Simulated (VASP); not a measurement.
# BaCrPCl (P4/nmm) in VASP: single point with PBE

Aim: the single point of BaCrPCl with PBE.

Everything below comes from runs of VASP 6.6.1. Logs are shortened: lines on timing, memory, paths and dates and some standing lists are left out, and cuts for length are marked.

**1. The cell of the first run**

The structure is tetragonal, space group P4/nmm (No. 129). The conventional cell has a = 4.445 Å, b = 4.445 Å, c = 10.114 Å, α = 90.00°, β = 90.00°, γ = 90.00°. Ba (site symmetry 4mm) has 4 Cl at 2.80 Å and 4 P at 3.65 Å within 3.7 Å. Within 3.5 Å of Cr (site symmetry -4m2) lie 4 P at 2.69 Å and 4 Cr at 3.14 Å. P (site symmetry 4mm) has 4 Cr at 2.69 Å within 3.5 Å. Cl (site symmetry -4m2) has 4 Ba at 2.80 Å and 4 Cl at 3.14 Å within 3.7 Å.

**2. Single point, PBE, collinear spin, ferromagnetic start**

INCAR reads:

```
PREC = Accurate
ENCUT = 520
EDIFF = 1E-6
ISMEAR = -1
SIGMA = 0.0182
LREAL = F
LASPH = T
NELM = 150
ALGO = Normal
ISIF = 2
LWAVE = F
LCHARG = F
ISPIN = 2
MAGMOM = 0 0 3 3 0 0 0 0
LORBIT = 11
LMAXMIX = 4
GGA = PE
NBANDS = 48
```

KPOINTS reads:

```
Automatic mesh
0
Gamma
  4 4 2
  0.5 0.5 0
```

POSCAR reads:

```
BaCrPCl
1.0
    4.4448592100      0.0000000000      0.0000000000
    0.0000000000      4.4448592100      0.0000000000
    0.0000000000      0.0000000000     10.1139326400
Ba Cr P Cl
2 2 2 2
Direct
    0.2500000000      0.2500000000      0.3317700000
    0.7500000000      0.7500000000      0.6682300000
    0.2500000000      0.7500000000      0.0000000000
    0.7500000000      0.2500000000      0.0000000000
    0.7500000000      0.7500000000      0.1491000000
    0.2500000000      0.2500000000      0.8509000000
    0.2500000000      0.7500000000      0.5000000000
    0.7500000000      0.2500000000      0.5000000000
```

Potentials or basis: VASP PAW PBE potentials, release 64 (Ba_sv, Cr_pv, P, Cl).

Run with:

```sh
$ cat potpaw_PBE.64/Ba_sv/POTCAR potpaw_PBE.64/Cr_pv/POTCAR potpaw_PBE.64/P/POTCAR potpaw_PBE.64/Cl/POTCAR > POTCAR
$ mpirun -np 1 vasp_std > vasp.out
```

OUTCAR:

```text
PREC = Accurate
   ENCUT = 520
   EDIFF = 1E-6
   ISMEAR = -1
   LREAL = F
   LASPH = T
   NELM = 150
   ISIF = 2
   ISPIN = 2
   LORBIT = 11
   GGA = PE

 ion  position               nearest neighbor table
   1  0.250  0.250  0.332-   7 2.80   8 2.80   7 2.80   8 2.80   5 3.65   5 3.65   5 3.65   5 3.65
                             2 4.63   2 4.63   2 4.63   2 4.63
   2  0.750  0.750  0.668-   7 2.80   8 2.80   8 2.80   7 2.80   6 3.65   6 3.65   6 3.65   6 3.65
                             1 4.63   1 4.63   1 4.63   1 4.63
   3  0.250  0.750  0.000-   5 2.69   6 2.69   6 2.69   5 2.69   4 3.14   4 3.14   4 3.14   4 3.14

   4  0.750  0.250  0.000-   5 2.69   6 2.69   5 2.69   6 2.69   3 3.14   3 3.14   3 3.14   3 3.14

   5  0.750  0.750  0.149-   3 2.69   4 2.69   4 2.69   3 2.69   1 3.65   1 3.65   1 3.65   1 3.65

   6  0.250  0.250  0.851-   3 2.69   4 2.69   3 2.69   4 2.69   2 3.65   2 3.65   2 3.65   2 3.65

   7  0.250  0.750  0.500-   1 2.80   2 2.80   1 2.80   2 2.80
   8  0.750  0.250  0.500-   1 2.80   2 2.80   2 2.80   1 2.80

  LATTYP: Found a simple tetragonal cell.
 ALAT       =     4.4448592100
 C/A-ratio  =     2.2754224965

  Lattice vectors:

 A1 = (   4.4448592100,   0.0000000000,   0.0000000000)
 A2 = (   0.0000000000,   4.4448592100,   0.0000000000)
 A3 = (   0.0000000000,   0.0000000000,  10.1139326400)

Analysis of symmetry for initial positions (statically):
=====================================================================
 Subroutine PRICEL returns:
 Original cell was already a primitive cell.

 Routine SETGRP: Setting up the symmetry group for a
 simple tetragonal supercell.

 Subroutine GETGRP returns: Found 16 space group operations
 (whereof  4 operations were pure point group operations)
 out of a pool of 16 trial point group operations.

The static configuration has the point symmetry C_2h.
 The point group associated with its full space group is D_4h.

Analysis of symmetry for dynamics (positions and initial velocities):
=====================================================================
 Subroutine PRICEL returns:
 Original cell was already a primitive cell.

 Routine SETGRP: Setting up the symmetry group for a
 simple tetragonal supercell.

 Subroutine GETGRP returns: Found 16 space group operations
 (whereof  4 operations were pure point group operations)
 out of a pool of 16 trial point group operations.

The dynamic configuration has the point symmetry C_2h.
 The point group associated with its full space group is D_4h.

Analysis of structural, dynamic, and magnetic symmetry:
=====================================================================
 Subroutine PRICEL returns:
 Original cell was already a primitive cell.

 Routine SETGRP: Setting up the symmetry group for a
 simple tetragonal supercell.

 Subroutine GETGRP returns: Found 16 space group operations
 (whereof  4 operations were pure point group operations)
 out of a pool of 16 trial point group operations.

The overall configuration has the point symmetry C_2h.
 The point group associated with its full space group is D_4h.

 Subroutine INISYM returns: Found 16 space group operations
 (whereof  4 operations are pure point group operations),
 and found     1 'primitive' translations

----------------------------------------------------------------------------------------

                                     Primitive cell

  volume of cell :     199.8187

  direct lattice vectors                    reciprocal lattice vectors
     4.444859210  0.000000000  0.000000000     0.224979004  0.000000000  0.000000000
     0.000000000  4.444859210  0.000000000     0.000000000  0.224979004  0.000000000
     0.000000000  0.000000000 10.113932640     0.000000000  0.000000000  0.098873508

  length of vectors
     4.444859210  4.444859210 10.113932640     0.224979004  0.224979004  0.098873508

  position of ions in fractional coordinates (direct lattice)
     0.250000000  0.250000000  0.331770000
     0.750000000  0.750000000  0.668230000
     0.250000000  0.750000000  0.000000000
     0.750000000  0.250000000  0.000000000
     0.750000000  0.750000000  0.149100000
     0.250000000  0.250000000  0.850900000
[... 50 lines left out ...]
   total plane-waves  NPLWV = 103680
   dimension x,y,z NGX =    36 NGY =   36 NGZ =   80
   dimension x,y,z NGXF=    72 NGYF=   72 NGZF=  160
   ions per type =               2   2   2   2
   NGX,Y,Z   is equivalent  to a cutoff of  13.46, 13.46, 13.15 a.u.
   NGXF,Y,Z  is equivalent  to a cutoff of  26.93, 26.93, 26.30 a.u.
 SYSTEM =  unknown system
   PREC   = accura    normal or accurate (medium, high low for compatibility)
   ISTART =      0    job   : 0-new  1-cont  2-samecut
   ICHARG =      2    charge: 1-file 2-atom 10-const
   ISPIN  =      2    spin polarized calculation?
   LNONCOLLINEAR =      F non collinear calculations
   LSORBIT =      F    spin-orbit coupling
   LASPH  =      T    aspherical Exc in radial PAW
   ENCUT  =  520.0 eV  38.22 Ry    6.18 a.u.   8.26  8.26 18.81*2*pi/ulx,y,z
   NELM   =    150;   NELMIN=  2; NELMDL= -5     # of ELM steps
   EDIFF  = 0.1E-05   stopping-criterion for ELM
   LREAL  =      F    real-space projection
   EDIFFG = 0.1E-04   stopping-criterion for IOM
   NSW    =      0    number of steps for IOM
   IBRION =     -1    ionic relax: 0-MD 1-quasi-New 2-CG
   NFREE  =      0    steps in history (QN), initial steepest desc. (CG)
   ISIF   =      2    stress and relaxation
   ISYM   =      2    0-nonsym 1-usesym 2-fastsym
   POTIM  = 0.5000    time-step for ionic-motion
   TEBEG  =    0.0;   TEEND  =   0.0 temperature during run
   PSTRESS=    0.0 pullay stress
   NELECT =      68.0000    total number of electrons
   NUPDOWN=      -1.0000    fix difference up-down
   EMIN   =  10.00;   EMAX   =-10.00  energy-range for DOS
   EFERMI =   0.00;   METHOD = LEGACY
   ISMEAR =    -1;   SIGMA  =   0.02  broadening in eV -4-tet -1-fermi 0-gaus
   EFERMI_NEDOS =   21; number of points for ismear=-14 and -15
   IALGO  =     38    algorithm
   IMIX   =      4    mixing-type and parameters
     AMIX     =   0.40;   BMIX     =  1.00
     AMIX_MAG =   1.60;   BMIX_MAG =  1.00
  volume/ion in A,a.u.               =      24.98       168.56
  Fermi-wavevector in a.u.,A,eV,Ry     =   1.142964  2.159888 17.774189  1.306366
  Thomas-Fermi vector in A             =   2.279660
   LORBIT       =     11    0 simple, 1 ext, 2 COOP (PROOUT), +10 PAW based schemes
   GGA     = PE    functional components
   LHFCALC =     F    Hartree Fock is set to
   AEXX    =    0.0000 exact exchange contribution
   IVDW    =     0    specifies the selected vdW correction
   LEPSILON=     F    determine dielectric tensor
   LRPA    =     F    only Hartree local field effects (RPA)
 spin polarized calculation
  energy-cutoff  :      520.00
  volume of cell :      199.82
 maximum number of plane-waves:      5403
 NGX is ok and might be reduce to    36
   NGX = 17   NGY = 17   NGZ = 37

 number of electron      68.0000001 magnetization       8.0018952

 Free energy of the ion-electron system (eV)
  ---------------------------------------------------
  ext. energy  EPLUGINS =         0.00000000
  ---------------------------------------------------
  free energy    TOTEN  =       -44.20084506 eV

  energy without entropy =      -44.19111650  energy(sigma->0) =      -44.19598078

 E-fermi :   4.8742     XC(G=0):  -9.4015

 val. band max:        4.8681027385   @ k =   0.3750   0.1250   0.5000
 cond. band min:       4.8861398041   @ k =   0.1250   0.1250   0.5000
 fundamental gap:      0.0180370656
 Fermi energy:         4.8741743645

 spin component 1

 k-point     1 :       0.1250    0.1250    0.0000
  band No.  band energies     occupation
      1     -39.4333      1.00000
      2     -39.4246      1.00000
      3     -39.4216      1.00000
      4     -39.4130      1.00000
      5     -39.3800      1.00000
      6     -39.3713      1.00000
[... 283 lines left out ...]
     45       8.2794      0.00000
     46       8.8190      0.00000
 Fermi energy:         4.8741743645

 spin component 2

 k-point     1 :       0.1250    0.1250    0.0000
  band No.  band energies     occupation
      1     -35.7643      1.00000
      2     -35.7537      1.00000
      3     -35.7512      1.00000
      4     -35.7413      1.00000
      5     -35.7042      1.00000
      6     -35.6943      1.00000
[... 283 lines left out ...]
     45       8.9672      0.00000
     46       9.2908      0.00000
 [bands above 46 left out]

------------------------ aborting loop because EDIFF is reached ----------------------------------------

  FORCE on cell =-STRESS in cart. coord.  units (eV):
  Direction    XX          YY          ZZ          XY          YZ          ZX
  --------------------------------------------------------------------------------------
  -------------------------------------------------------------------------------------
  Total        5.2340969      5.2340969      3.6556439     -0.0000000      0.0000000      0.0000000
  in kB       41.9678064     41.9678064     29.3115235     -0.0000000      0.0000000      0.0000000
  external PRESSURE =      37.7490454 kB  Pullay stress =       0.0000000 kB

 VOLUME and BASIS-vectors are now :
 -----------------------------------------------------------------------------
  energy-cutoff  :      520.00
  volume of cell :      199.82
      direct lattice vectors                 reciprocal lattice vectors
     4.444859210  0.000000000  0.000000000     0.224979004  0.000000000  0.000000000
     0.000000000  4.444859210  0.000000000     0.000000000  0.224979004  0.000000000
     0.000000000  0.000000000 10.113932640     0.000000000  0.000000000  0.098873508

 POSITION                                       TOTAL-FORCE (eV/Angst)
 -----------------------------------------------------------------------------------
      1.11121      1.11121      3.35550        -0.000000      0.000000     -3.591671
      3.33364      3.33364      6.75843        -0.000000     -0.000000      3.591671
      1.11121      3.33364      0.00000        -0.000000      0.000000     -0.000000
      3.33364      1.11121      0.00000         0.000000      0.000000      0.000000
      3.33364      3.33364      1.50799         0.000000      0.000000     -1.356636
      1.11121      1.11121      8.60595        -0.000000     -0.000000      1.356636
      1.11121      3.33364      5.05697         0.000000     -0.000000     -0.000000
      3.33364      1.11121      5.05697        -0.000000     -0.000000     -0.000000
 -----------------------------------------------------------------------------------
    total drift:                                0.000000      0.000000      0.000000

  FREE ENERGIE OF THE ION-ELECTRON SYSTEM (eV)
  ---------------------------------------------------
  free  energy   TOTEN  =       -44.2008450619 eV

  energy  without entropy=      -44.1911164969  energy(sigma->0) =      -44.19598078

 total charge

# of ion       s       p       d       tot
------------------------------------------
    1        2.014   5.629   0.368   8.011
    2        2.014   5.629   0.368   8.011
    3        0.237   6.157   4.049  10.443
    4        0.237   6.157   4.049  10.443
    5        1.031   1.407   0.000   2.437
    6        1.031   1.407   0.000   2.437
    7        1.606   3.662   0.000   5.268
    8        1.606   3.662   0.000   5.268
--------------------------------------------------
tot          9.776  33.709   8.835  52.320

 magnetization (x)

# of ion       s       p       d       tot
------------------------------------------
    1        0.001   0.001   0.022   0.024
    2        0.001   0.001   0.022   0.024
    3        0.048   0.044   3.581   3.672
    4        0.048   0.044   3.581   3.672
    5       -0.007  -0.147   0.000  -0.154
    6       -0.007  -0.147   0.000  -0.154
    7        0.000   0.000   0.000   0.001
    8        0.000   0.000   0.000   0.001
--------------------------------------------------
tot          0.083  -0.203   7.206   7.086
```

It took 5.4 min on 1 thread of Intel Xeon Platinum 8375C at 2.90GHz (Ice Lake), shared host; peak memory 0.45 GiB.

Results:

```yaml
Free_energy: -44.2008 eV
Pressure: 3.8 GPa
Largest_force: 3.592 eV/Å
Band_gap_on_the_k_mesh: zero (filled and empty bands overlap)
Net_moment: 8.00 μB per cell
Site_moments: Ba +0.02; Cr +3.67; P -0.15; Cl +0.00 μB
Valence_electrons_inside_the_program's_atomic_spheres: Ba 8.01; Cr 10.44; P 2.44; Cl 5.27
```

Forces on the atoms (eV/Å):
```
Ba   0.000  0.000 -3.592
Ba   0.000  0.000  3.592
Cr   0.000  0.000  0.000
Cr   0.000  0.000  0.000
P    0.000  0.000 -1.357
P    0.000  0.000  1.357
Cl   0.000  0.000  0.000
Cl   0.000  0.000  0.000
```

Levels at points of the mesh, in eV from the Fermi level:
Spin up:
```tsv
k point	band 35	band 36	band 37	band 38	band 39	band 40	band 41	band 42
(0.12, 0.12, 0.00)	-0.91	-0.84	-0.17	0.20	0.61	0.64	2.11	2.16
```
Spin down:
| k point | band 28 | band 29 | band 30 | band 31 | band 32 | band 33 |
| --- | --- | --- | --- | --- | --- | --- |
| (0.12, 0.12, 0.00) | -2.27 | -2.07 | -1.94 | 0.64 | 0.70 | 1.20 |

Caveat: the cell stands under pressure; spin-orbit coupling is left out, which moves the levels of the heavy elements; the run started ferromagnetic, and an antiferromagnetic order may lie lower in energy; forces of over 1 eV/Å act on the atoms, so gaps and moduli don't describe the material at rest. With open d or f shells a metallic result of PBE can be an artefact of self-interaction; +U or a hybrid may open a gap.
